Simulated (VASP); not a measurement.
# Cu in VASP: single point with PBEsol

Aim: the single point of Cu with PBEsol.

All numbers are computed with VASP 6.6.1; they aren't measurements. Logs are shortened: lines on timing, memory, paths and dates and some standing lists are left out, and cuts for length are marked.

## Step 1: The cell of the first run

The cell holds a sublattice, 1 atom: a = 6.286 Å, b = 6.286 Å, c = 7.816 Å, α = 66.29°, β = 66.29°, γ = 60.00°.

## Step 2: Single point, PBEsol, collinear spin

The input, INCAR:

```
PREC = Accurate
ENCUT = 520
EDIFF = 1E-6
ISMEAR = 0
SIGMA = 0.1
LREAL = False
LASPH = True
NELM = 200
ALGO = Normal
ISIF = 2
LWAVE = False
LCHARG = False
ISPIN = 2
MAGMOM = 1
LORBIT = 11
LMAXMIX = 4
GGA = PS
NBANDS = 16
GGA_COMPAT = False
```

The input, KPOINTS:

```
Automatic mesh
0
Gamma
  6 6 6
```

The input, POSCAR:

```
Cu
1.0
   -3.1429351309      5.4437233317      0.0000000000
   -6.2858702618      0.0000000000      0.0000000000
   -3.1429351309      1.8145744439      6.9223543979
Cu
1
Direct
    0.8327950000      0.8327950000      0.5016150000
```

Potentials or basis: VASP PAW PBE potentials, release 64 (Cu).

On the command line:

```console
cat potpaw_PBE.64/Cu/POTCAR > POTCAR
mpirun -np 1 vasp_std > vasp.out
```

OUTCAR:

```text
PREC = Accurate
   ENCUT = 520
   EDIFF = 1E-6
   ISMEAR = 0
   LREAL = False
   LASPH = True
   NELM = 200
   ISIF = 2
   ISPIN = 2
   LORBIT = 11
   GGA = PS

 ion  position               nearest neighbor table
   1  0.833  0.833  0.502-

  LATTYP: Found a trigonal (rhomboedric) cell.
 ALAT       =     7.8159907920
 COS(alpha) =     0.6766054085

  Lattice vectors:

 A1 = (   0.0000000000,  -3.6291488878,   6.9223543979)
 A2 = (   3.1429351309,   1.8145744439,   6.9223543979)
 A3 = (  -3.1429351309,   1.8145744439,   6.9223543979)

Analysis of symmetry for initial positions (statically):
=====================================================================
 Subroutine PRICEL returns:
 Original cell was already a primitive cell.

 Routine SETGRP: Setting up the symmetry group for a
 trigonal (rhombohedral) supercell.

 Subroutine GETGRP returns: Found 12 space group operations
 (whereof  6 operations were pure point group operations)
 out of a pool of 12 trial point group operations.

The static configuration has the point symmetry C_3v.
 The point group associated with its full space group is D_3d.

Analysis of symmetry for dynamics (positions and initial velocities):
=====================================================================
 Subroutine PRICEL returns:
 Original cell was already a primitive cell.

 Routine SETGRP: Setting up the symmetry group for a
 trigonal (rhombohedral) supercell.

 Subroutine GETGRP returns: Found 12 space group operations
 (whereof  6 operations were pure point group operations)
 out of a pool of 12 trial point group operations.

The dynamic configuration has the point symmetry C_3v.
 The point group associated with its full space group is D_3d.

Analysis of structural, dynamic, and magnetic symmetry:
=====================================================================
 Subroutine PRICEL returns:
 Original cell was already a primitive cell.

 Routine SETGRP: Setting up the symmetry group for a
 trigonal (rhombohedral) supercell.

 Subroutine GETGRP returns: Found 12 space group operations
 (whereof  6 operations were pure point group operations)
 out of a pool of 12 trial point group operations.

The overall configuration has the point symmetry C_3v.
 The point group associated with its full space group is D_3d.

 Subroutine INISYM returns: Found 12 space group operations
 (whereof  6 operations are pure point group operations),
 and found     1 'primitive' translations

----------------------------------------------------------------------------------------

                                     Primitive cell

  volume of cell :     236.8729

  direct lattice vectors                    reciprocal lattice vectors
    -3.142935131  5.443723332  0.000000000     0.000000000  0.183697800 -0.048153174
    -6.285870262  0.000000000  0.000000000    -0.159086961 -0.091848900 -0.048153174
    -3.142935131  1.814574444  6.922354398     0.000000000  0.000000000  0.144459521

  length of vectors
     6.285870262  6.285870262  7.815990792     0.189904212  0.189904212  0.144459521

  position of ions in fractional coordinates (direct lattice)
     0.832795000  0.832795000  0.501615000

  ion indices of the primitive-cell ions
   primitive index   ion index
                 1           1

----------------------------------------------------------------------------------------

 KPOINTS: Automatic mesh

Automatic generation of k-mesh.
 Grid dimensions read from file:
 generate k-points for:    6    6    6

 Generating k-lattice:

  Cartesian coordinates                     Fractional coordinates (reciprocal lattice)
     0.000000000  0.030616300 -0.008025529     0.166666667  0.000000000  0.000000000
    -0.026514494 -0.015308150 -0.008025529     0.000000000  0.166666667  0.000000000
     0.000000000  0.000000000  0.024076587     0.000000000  0.000000000  0.166666667

  Length of vectors
     0.031650702  0.031650702  0.024076587

  Shift w.r.t. Gamma in fractional coordinates (k-lattice)
     0.000000000  0.000000000  0.000000000

 Subroutine IBZKPT returns following result:
 ===========================================

 Found     32 irreducible k-points:

 Following reciprocal coordinates:
            Coordinates               Weight
  0.000000  0.000000  0.000000      1.000000
  0.166667  0.000000  0.000000      6.000000
  0.333333  0.000000  0.000000      6.000000
  0.500000  0.000000  0.000000      3.000000
  0.166667  0.166667 -0.000000      6.000000
  0.333333  0.166667  0.000000     12.000000
[... 16 lines left out ...]
 -0.166667  0.500000  0.166667     12.000000
 -0.333333 -0.333333  0.166667      6.000000
 [... further k-points ...]
   k-points           NKPTS =     32   k-points in BZ     NKDIM =     32   number of bands    NBANDS=     16
   number of dos      NEDOS =    301   number of ions     NIONS =      1
   total plane-waves  NPLWV = 138240
   dimension x,y,z NGX =    48 NGY =   48 NGZ =   60
   dimension x,y,z NGXF=    96 NGYF=   96 NGZF=  120
   ions per type =               1
   NGX,Y,Z   is equivalent  to a cutoff of  12.69, 12.69, 12.76 a.u.
   NGXF,Y,Z  is equivalent  to a cutoff of  25.39, 25.39, 25.52 a.u.
 SYSTEM =  unknown system
   PREC   = accura    normal or accurate (medium, high low for compatibility)
   ISTART =      0    job   : 0-new  1-cont  2-samecut
   ICHARG =      2    charge: 1-file 2-atom 10-const
   ISPIN  =      2    spin polarized calculation?
   LNONCOLLINEAR =      F non collinear calculations
   LSORBIT =      F    spin-orbit coupling
   LASPH  =      T    aspherical Exc in radial PAW
   ENCUT  =  520.0 eV  38.22 Ry    6.18 a.u.  11.69 11.69 14.53*2*pi/ulx,y,z
   NELM   =    200;   NELMIN=  2; NELMDL= -5     # of ELM steps
   EDIFF  = 0.1E-05   stopping-criterion for ELM
   LREAL  =      F    real-space projection
   EDIFFG = 0.1E-04   stopping-criterion for IOM
   NSW    =      0    number of steps for IOM
   IBRION =     -1    ionic relax: 0-MD 1-quasi-New 2-CG
   NFREE  =      0    steps in history (QN), initial steepest desc. (CG)
   ISIF   =      2    stress and relaxation
   ISYM   =      2    0-nonsym 1-usesym 2-fastsym
   POTIM  = 0.5000    time-step for ionic-motion
   TEBEG  =    0.0;   TEEND  =   0.0 temperature during run
   PSTRESS=    0.0 pullay stress
   NELECT =      11.0000    total number of electrons
   NUPDOWN=      -1.0000    fix difference up-down
   EMIN   =  10.00;   EMAX   =-10.00  energy-range for DOS
   EFERMI =   0.00;   METHOD = LEGACY
   ISMEAR =     0;   SIGMA  =   0.10  broadening in eV -4-tet -1-fermi 0-gaus
   EFERMI_NEDOS =   21; number of points for ismear=-14 and -15
   IALGO  =     38    algorithm
   IMIX   =      4    mixing-type and parameters
     AMIX     =   0.40;   BMIX     =  1.00
     AMIX_MAG =   1.60;   BMIX_MAG =  1.00
  volume/ion in A,a.u.               =     236.87      1598.50
  Fermi-wavevector in a.u.,A,eV,Ry     =   0.588438  1.111986  4.711142  0.346259
  Thomas-Fermi vector in A             =   1.635702
   LORBIT       =     11    0 simple, 1 ext, 2 COOP (PROOUT), +10 PAW based schemes
   GGA     = PS    functional components
   LHFCALC =     F    Hartree Fock is set to
   AEXX    =    0.0000 exact exchange contribution
   IVDW    =     0    specifies the selected vdW correction
   LEPSILON=     F    determine dielectric tensor
   LRPA    =     F    only Hartree local field effects (RPA)
 spin polarized calculation
 Gauss-broadening in eV      SIGMA  =   0.10
  energy-cutoff  :      520.00
  volume of cell :      236.87
 maximum number of plane-waves:      6402
   NGX = 23   NGY = 23   NGZ = 29

 number of electron      11.0000009 magnetization       1.0000000

 Free energy of the ion-electron system (eV)
  ---------------------------------------------------
  ext. energy  EPLUGINS =         0.00000000
  ---------------------------------------------------
  free energy    TOTEN  =        -0.28083034 eV

  energy without entropy =       -0.28083027  energy(sigma->0) =       -0.28083031

 E-fermi :  -3.8466     XC(G=0):  -2.2817

 val. band max:       -4.2331550184   @ k =   0.5000   0.5000   0.0000
 cond. band min:      -3.5440102759   @ k =   0.0000   0.0000   0.0000
 fundamental gap:      0.6891447425
 Fermi energy:        -3.8465688555

 spin component 1

 k-point     1 :       0.0000    0.0000    0.0000
  band No.  band energies     occupation
      1      -4.5549      1.00000
      2      -4.4053      1.00000
      3      -4.4052      1.00000
      4      -4.4052      1.00000
      5      -4.4008      1.00000
      6      -4.4008      1.00000
[... 8 lines left out ...]
     15       4.7492      0.00000
     16       4.7501      0.00000

 k-point     2 :       0.1667    0.0000    0.0000
  band No.  band energies     occupation
      1      -4.5045      1.00000
      2      -4.4053      1.00000
      3      -4.4047      1.00000
      4      -4.4033      1.00000
      5      -4.4017      1.00000
      6      -4.4011      1.00000
[... 8 lines left out ...]
     15       4.2380      0.00000
     16       4.4070      0.00000

 k-point     3 :       0.3333    0.0000    0.0000
  band No.  band energies     occupation
      1      -4.4189      1.00000
      2      -4.4044      1.00000
      3      -4.4028      1.00000
      4      -4.4017      1.00000
      5      -4.3994      1.00000
      6      -4.3800      1.00000
[... 8 lines left out ...]
     15       4.3582      0.00000
     16       5.1095      0.00000
[... 362 lines left out ...]
 k-point    23 :      -0.1667    0.5000    0.1667
  band No.  band energies     occupation
      1      -4.4078      1.00000
      2      -4.4044      1.00000
      3      -4.4024      1.00000
      4      -4.4018      1.00000
      5      -4.3994      1.00000
      6      -4.3174      1.00000
[... 8 lines left out ...]
     15       4.8241      0.00000
     16       5.5149      0.00000

 k-point    24 :      -0.3333   -0.3333    0.1667
  band No.  band energies     occupation
      1      -4.4136      1.00000
      2      -4.4043      1.00000
      3      -4.4015      1.00000
      4      -4.4010      1.00000
      5      -4.3994      1.00000
      6      -4.3612      1.00000
[... 8 lines left out ...]
     15       4.7053      0.00000
     16       5.2255      0.00000

 [... further k-points ...]

 spin component 2

 k-point     1 :       0.0000    0.0000    0.0000
  band No.  band energies     occupation
      1      -4.2400      1.00000
      2      -4.2390      1.00000
      3      -4.2390      1.00000
      4      -4.2356      1.00000
      5      -4.2356      1.00000
      6      -3.5440      0.00001
[... 8 lines left out ...]
     15       5.1406      0.00000
     16       5.3934      0.00000

 k-point     2 :       0.1667    0.0000    0.0000
  band No.  band energies     occupation
      1      -4.2398      1.00000
      2      -4.2385      1.00000
      3      -4.2376      1.00000
      4      -4.2362      1.00000
      5      -4.2358      1.00000
      6      -3.4842      0.00000
[... 8 lines left out ...]
     15       4.6959      0.00000
     16       4.9855      0.00000

 k-point     3 :       0.3333    0.0000    0.0000
  band No.  band energies     occupation
      1      -4.2408      1.00000
      2      -4.2377      1.00000
      3      -4.2362      1.00000
      4      -4.2361      1.00000
      5      -4.2346      1.00000
      6      -3.3497      0.00000
[... 8 lines left out ...]
     15       4.9814      0.00000
     16       5.6486      0.00000
[... 362 lines left out ...]
 k-point    23 :      -0.1667    0.5000    0.1667
  band No.  band energies     occupation
      1      -4.2396      1.00000
      2      -4.2381      1.00000
      3      -4.2366      1.00000
      4      -4.2358      1.00000
      5      -4.2339      1.00000
      6      -3.2584      0.00000
[... 8 lines left out ...]
     15       5.3978      0.00000
     16       6.0587      0.00000

 k-point    24 :      -0.3333   -0.3333    0.1667
  band No.  band energies     occupation
      1      -4.2410      1.00000
      2      -4.2380      1.00000
      3      -4.2357      1.00000
      4      -4.2356      1.00000
      5      -4.2346      1.00000
      6      -3.3159      0.00000
[... 8 lines left out ...]
     15       5.3623      0.00000
     16       5.8876      0.00000

 [... further k-points ...]

------------------------ aborting loop because EDIFF is reached ----------------------------------------

  FORCE on cell =-STRESS in cart. coord.  units (eV):
  Direction    XX          YY          ZZ          XY          YZ          ZX
  --------------------------------------------------------------------------------------
  -------------------------------------------------------------------------------------
  Total       -0.0201922     -0.0201922     -0.0096063      0.0000000      0.0000000     -0.0000000
  in kB       -0.1365777     -0.1365777     -0.0649755      0.0000000      0.0000000     -0.0000000
  external PRESSURE =      -0.1127103 kB  Pullay stress =       0.0000000 kB

 VOLUME and BASIS-vectors are now :
 -----------------------------------------------------------------------------
  energy-cutoff  :      520.00
  volume of cell :      236.87
      direct lattice vectors                 reciprocal lattice vectors
    -3.142935131  5.443723332  0.000000000     0.000000000  0.183697800 -0.048153174
    -6.285870262  0.000000000  0.000000000    -0.159086961 -0.091848900 -0.048153174
    -3.142935131  1.814574444  6.922354398     0.000000000  0.000000000  0.144459521

 POSITION                                       TOTAL-FORCE (eV/Angst)
 -----------------------------------------------------------------------------------
     -9.42881      5.44372      3.47236         0.000000      0.000000     -0.000000
 -----------------------------------------------------------------------------------
    total drift:                                0.000018     -0.000010     -0.000081

  FREE ENERGIE OF THE ION-ELECTRON SYSTEM (eV)
  ---------------------------------------------------
  free  energy   TOTEN  =        -0.2808303367 eV

  energy  without entropy=       -0.2808302745  energy(sigma->0) =       -0.28083031

 total charge

# of ion       s       p       d       tot
------------------------------------------
    1        0.353   0.000   9.433   9.785

 magnetization (x)

# of ion       s       p       d       tot
------------------------------------------
    1        0.352   0.000  -0.044   0.308
```

Run time: 6.8 min. Hardware: 1 thread of Oxide Virtual Turin-like, shared host; peak memory 0.51 GiB.

Results:

```
Free energy                                           : -0.2808 eV
Pressure                                              : 0.0 GPa
Band gap on the k mesh                                : 0.69 eV
Net moment                                            : 1.00 μB per cell
Site moments                                          : Cu +0.31 μB
Valence electrons inside the program's atomic spheres : Cu 9.79
```

Caveat: the PAW data sets were made with another functional, which shifts forces and pressure a little.
